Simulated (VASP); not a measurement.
# WS2 in VASP: single point with r2SCAN

Aim: the single point of WS2 with r2SCAN.

Everything below comes from runs of VASP 6.6.1. Logs are shortened: lines on timing, memory, paths and dates and some standing lists are left out, and cuts for length are marked.

### 1 The cell of the first run

The cell holds a sheet with vacuum, 3 atoms: a = 3.180 Å, b = 3.180 Å, c = 19.125 Å, α = 90.00°, β = 90.00°, γ = 120.00°.

### 2 Single point, r2SCAN

File POSCAR:

```
WS2
1.0
    3.1800000000      0.0000000000      0.0000000000
   -1.5900000000     -2.7539607840      0.0000000000
    0.0000000000      0.0000000000    -19.1250000000
W S
1 2
Direct
    0.0000000000      0.0000000000      0.5000000000
    0.3333333334      0.6666666666      0.4183006536
    0.3333333334      0.6666666666      0.5816993464
```

File INCAR.step1:

```
SYSTEM = WS2
ALGO = Normal ; DIPOL = 0.5 0.5 0.500
EDIFF = 1E-5 ; EFERMI = MIDGAP
ENCUT = 500 ; GGA = PE
GGA_COMPAT = .FALSE. ; IDIPOL = 3
ISIF = 0 ; ISMEAR = 0
LASPH = .TRUE. ; LCHARG = .TRUE.
LDIPOL = .TRUE. ; LREAL = .FALSE.
LWAVE = .TRUE. ; NELM = 100
NELMDL = -8 ; PREC = Accurate
SIGMA = 0.03
```

File INCAR.step2:

```
SYSTEM = WS2
ALGO = All ; DIPOL = 0.5 0.5 0.500
EDIFF = 1E-6 ; EFERMI = MIDGAP
ENCUT = 500 ; GGA_COMPAT = .FALSE.
IDIPOL = 3 ; ISEARCH = 1
ISIF = 0 ; ISMEAR = 0
ISTART = 1 ; LASPH = .TRUE.
LCHARG = .FALSE. ; LDIPOL = .TRUE.
LMIXTAU = .TRUE. ; LREAL = .FALSE.
LWAVE = .FALSE. ; METAGGA = R2SCAN
NELM = 100 ; NELMDL = -8
PREC = Accurate ; SIGMA = 0.03
```

File KPOINTS:

```
k-points
0
Gamma
  6 6 1
```

Potentials or basis: VASP PAW PBE potentials, release 64 (W_sv, S).

On the command line:

```
cat potpaw_PBE.64/W_sv/POTCAR potpaw_PBE.64/S/POTCAR > POTCAR
cp INCAR.step1 INCAR
mpirun -np 1 vasp_std > vasp.out
cp INCAR.step2 INCAR
mpirun -np 1 vasp_std > vasp.out
```

OUTCAR:

```text
SYSTEM = WS2
   EDIFF = 1E-6
   EFERMI = MIDGAP
   ENCUT = 500
   ISIF = 0
   ISMEAR = 0
   ISTART = 1
   LASPH = .TRUE.
   LREAL = .FALSE.
   METAGGA = R2SCAN
   NELM = 100
   NELMDL = -8
   PREC = Accurate

 Found      7 irreducible k-points:

 Following reciprocal coordinates:
            Coordinates               Weight
  0.000000  0.000000  0.000000      1.000000
  0.166667 -0.000000  0.000000      6.000000
  0.333333  0.000000  0.000000      6.000000
  0.500000  0.000000  0.000000      3.000000
  0.166667  0.166667  0.000000      6.000000
  0.333333  0.166667  0.000000     12.000000
   k-points           NKPTS =      7   k-points in BZ     NKDIM =      7   number of bands    NBANDS=     17
   number of dos      NEDOS =    301   number of ions     NIONS =      3
   total plane-waves  NPLWV =  80640
   dimension x,y,z NGX =    24 NGY =   24 NGZ =  140
   dimension x,y,z NGXF=    48 NGYF=   48 NGZF=  280
   ions per type =               1   2
   NGX,Y,Z   is equivalent  to a cutoff of  12.55, 12.55, 12.17 a.u.
   NGXF,Y,Z  is equivalent  to a cutoff of  25.09, 25.09, 24.34 a.u.
 SYSTEM =  WS2
   PREC   = accura    normal or accurate (medium, high low for compatibility)
   ISTART =      1    job   : 0-new  1-cont  2-samecut
   ICHARG =      0    charge: 1-file 2-atom 10-const
   ISPIN  =      1    spin polarized calculation?
   LNONCOLLINEAR =      F non collinear calculations
   LSORBIT =      F    spin-orbit coupling
   LASPH  =      T    aspherical Exc in radial PAW
   ENCUT  =  500.0 eV  36.75 Ry    6.06 a.u.   5.80  5.80 34.87*2*pi/ulx,y,z
   NELM   =    100;   NELMIN=  2; NELMDL= -8     # of ELM steps
   EDIFF  = 0.1E-05   stopping-criterion for ELM
   LREAL  =      F    real-space projection
   EDIFFG = 0.1E-04   stopping-criterion for IOM
   NSW    =      0    number of steps for IOM
   IBRION =     -1    ionic relax: 0-MD 1-quasi-New 2-CG
   NFREE  =      0    steps in history (QN), initial steepest desc. (CG)
   ISIF   =      0    stress and relaxation
   ISYM   =      2    0-nonsym 1-usesym 2-fastsym
   POTIM  = 0.5000    time-step for ionic-motion
   TEBEG  =    0.0;   TEEND  =   0.0 temperature during run

   SCALEE = 1.0000    scale energy and forces
   PSTRESS=    0.0 pullay stress
   NELECT =      26.0000    total number of electrons
   NUPDOWN=      -1.0000    fix difference up-down
   EMIN   =  10.00;   EMAX   =-10.00  energy-range for DOS
   EFERMI =   0.00;   METHOD = MIDGAP
   ISMEAR =     0;   SIGMA  =   0.03  broadening in eV -4-tet -1-fermi 0-gaus
   EFERMI_NEDOS =   21; number of points for ismear=-14 and -15
   IALGO  =     58    algorithm
   IMIX   =      4    mixing-type and parameters
     AMIX     =   0.40;   BMIX     =  1.00
     AMIX_MAG =   1.60;   BMIX_MAG =  1.00
  volume/ion in A,a.u.               =      55.83       376.76
  Fermi-wavevector in a.u.,A,eV,Ry     =   0.879840  1.662657 10.532527  0.774119
  Thomas-Fermi vector in A             =   2.000119
   LORBIT       =      0    0 simple, 1 ext, 2 COOP (PROOUT), +10 PAW based schemes
   METAGGA = R2SCAN    functional components
   LHFCALC =     F    Hartree Fock is set to
   AEXX    =    0.0000 exact exchange contribution
   IVDW    =     0    specifies the selected vdW correction
   LEPSILON=     F    determine dielectric tensor
   LRPA    =     F    only Hartree local field effects (RPA)

   CSHIFT  =0.1000    complex shift for real part using Kramers Kronig

   OMEGAMAX=  -1.0    maximum frequency
 non-spin polarized calculation
 Gauss-broadening in eV      SIGMA  =   0.03
  energy-cutoff  :      500.00
  volume of cell :      167.49
 maximum number of plane-waves:      4272
 NGX is ok and might be reduce to    24
   NGX = 11   NGY = 11   NGZ = 69

 number of electron      25.9999999 magnetization

 DIPCOR: dipole corrections for dipol
 direction  3 min pos     1,
 dipolmoment           0.000000      0.000000     -0.000000 electrons x Angstroem
 Tr[quadrupol]       -24.461042

 energy correction for charged system         0.000000 eV

 dipol+quadrupol energy correction           -0.000000 eV

 added-field ion interaction          0.000000 eV  (added to PSCEN)

 Free energy of the ion-electron system (eV)
  ---------------------------------------------------
  ext. energy  EPLUGINS =         0.00000000
  ---------------------------------------------------
  free energy    TOTEN  =       -70.03760301 eV

  energy without entropy =      -70.03760301  energy(sigma->0) =      -70.03760301

 E-fermi :  -0.9322     XC(G=0):  -4.0745

 val. band max:       -1.9018300338   @ k =   0.3333   0.3333   0.0000
 cond. band min:       0.0371478369   @ k =   0.3333   0.3333   0.0000
 fundamental gap:      1.9389778707
 Fermi energy:        -0.9322266083

 k-point     1 :       0.0000    0.0000    0.0000
  band No.  band energies     occupation
      1     -77.8596      2.00000
      2     -41.4493      2.00000
      3     -41.2899      2.00000
      4     -41.2899      2.00000
      5     -17.3791      2.00000
      6     -15.6528      2.00000
      7      -8.5328      2.00000
      8      -4.9331      2.00000
      9      -4.9331      2.00000
     10      -4.1283      2.00000
     11      -3.6530      2.00000
     12      -3.6530      2.00000
     13      -1.9053      2.00000
     14       1.1877      0.00000
     15       1.1877      0.00000
     16       1.3361      0.00000
     17       1.3361      0.00000

 k-point     2 :       0.1667   -0.0000    0.0000
  band No.  band energies     occupation
      1     -77.8547      2.00000
      2     -41.4324      2.00000
      3     -41.3812      2.00000
      4     -41.3111      2.00000
      5     -16.9205      2.00000
      6     -15.4891      2.00000
      7      -8.0099      2.00000
      8      -5.9399      2.00000
      9      -5.2399      2.00000
     10      -4.5009      2.00000
     11      -4.2717      2.00000
     12      -3.4066      2.00000
     13      -2.2569      2.00000
     14       0.6773      0.00000
     15       0.9979      0.00000
     16       1.1629      0.00000
     17       1.9186      0.00000

 k-point     3 :       0.3333    0.0000    0.0000
  band No.  band energies     occupation
      1     -77.8451      2.00000
      2     -41.5598      2.00000
      3     -41.3985      2.00000
      4     -41.3533      2.00000
      5     -15.8494      2.00000
      6     -15.1175      2.00000
      7      -7.9308      2.00000
      8      -6.6198      2.00000
      9      -6.6082      2.00000
     10      -5.1594      2.00000
     11      -3.9357      2.00000
     12      -3.6603      2.00000
     13      -3.1316      2.00000
     14       0.8338      0.00000
     15       0.8918      0.00000
     16       2.0669      0.00000
     17       2.8348      0.00000

 k-point     4 :       0.5000    0.0000    0.0000
  band No.  band energies     occupation
      1     -77.8403      2.00000
      2     -41.6471      2.00000
      3     -41.3815      2.00000
      4     -41.3742      2.00000
      5     -15.1793      2.00000
      6     -14.9017      2.00000
      7      -8.6588      2.00000
      8      -7.2553      2.00000
      9      -6.5320      2.00000
     10      -5.5115      2.00000
     11      -4.1674      2.00000
     12      -3.3076      2.00000
     13      -2.8745      2.00000
     14       1.1237      0.00000
     15       1.5842      0.00000
     16       2.5176      0.00000
     17       3.1043      0.00000

 k-point     5 :       0.1667    0.1667    0.0000
  band No.  band energies     occupation
      1     -77.8475      2.00000
      2     -41.4988      2.00000
      3     -41.4070      2.00000
      4     -41.3600      2.00000
      5     -16.1455      2.00000
      6     -15.2133      2.00000
      7      -7.4653      2.00000
      8      -6.7288      2.00000
      9      -6.0587      2.00000
     10      -5.5245      2.00000
     11      -4.3288      2.00000
     12      -3.3763      2.00000
     13      -2.7926      2.00000
     14       0.3158      0.00000
     15       1.0870      0.00000
     16       1.3580      0.00000
     17       2.9464      0.00000

 k-point     6 :       0.3333    0.1667    0.0000
  band No.  band energies     occupation
      1     -77.8403      2.00000
      2     -41.6025      2.00000
      3     -41.4205      2.00000
      4     -41.3815      2.00000
      5     -15.2024      2.00000
      6     -14.8824      2.00000
      7      -8.1096      2.00000
      8      -7.3554      2.00000
      9      -6.3713      2.00000
     10      -5.5889      2.00000
     11      -4.8462      2.00000
     12      -4.0156      2.00000
     13      -2.5474      2.00000
     14       0.8098      0.00000
     15       1.5831      0.00000
     16       2.0451      0.00000
     17       3.3062      0.00000

 [... further k-points ...]

------------------------ aborting loop because EDIFF is reached ----------------------------------------

 vacuum level on the upper side and lower side of the slab       (xc-potential included)         0.056         0.056

 VOLUME and BASIS-vectors are now :
 -----------------------------------------------------------------------------
  energy-cutoff  :      500.00
  volume of cell :      167.49
      direct lattice vectors                 reciprocal lattice vectors
     3.180000000  0.000000000  0.000000000     0.314465409 -0.181556688  0.000000000
    -1.590000000 -2.753960784  0.000000000     0.000000000 -0.363113377  0.000000000
     0.000000000  0.000000000-19.125000000     0.000000000  0.000000000 -0.052287582

 POSITION                                       TOTAL-FORCE (eV/Angst)
 -----------------------------------------------------------------------------------
      0.00000      0.00000     -9.56250        -0.000000      0.000000      0.000000
      0.00000     -1.83597     -8.00000        -0.000000      0.000000     -0.035953
      0.00000     -1.83597    -11.12500         0.000000     -0.000000      0.035953
 -----------------------------------------------------------------------------------
    total drift:                               -0.000001     -0.000000     -0.000000

  FREE ENERGIE OF THE ION-ELECTRON SYSTEM (eV)
  ---------------------------------------------------
  free  energy   TOTEN  =       -70.0376030082 eV

  energy  without entropy=      -70.0376030082  energy(sigma->0) =      -70.03760301

 vacuum level on the upper side and lower side of the slab         4.053         4.053
```

Run time: 60 s. Hardware: 1 thread of Intel Xeon 6975P-C (Granite Rapids), shared host; peak memory 0.29 GiB.

What came out:

| Quantity | Value |
| --- | --- |
| Free energy | -70.0376 eV |
| Largest force | 0.036 eV/Å |
| Band gap on the k mesh | 1.94 eV |

Forces on the atoms (eV/Å):
```
W    0.000  0.000  0.000
S    0.000  0.000 -0.036
S    0.000  0.000  0.036
```

Levels at points of the mesh, in eV from the valence-band top:
| k point | band 9 | band 10 | band 11 | band 12 | band 13 | band 14 | band 15 | band 16 | band 17 |
| --- | --- | --- | --- | --- | --- | --- | --- | --- | --- |
| (0.00, 0.00, 0.00) | -3.03 | -2.23 | -1.75 | -1.75 | 0.00 | 3.09 | 3.09 | 3.24 | 3.24 |
| (0.50, 0.00, 0.00) | -4.63 | -3.61 | -2.27 | -1.41 | -0.97 | 3.03 | 3.49 | 4.42 | 5.01 |

Caveat: the PAW data sets were made with another functional, which shifts forces and pressure a little; spin-orbit coupling is left out, which moves the levels of the heavy elements.
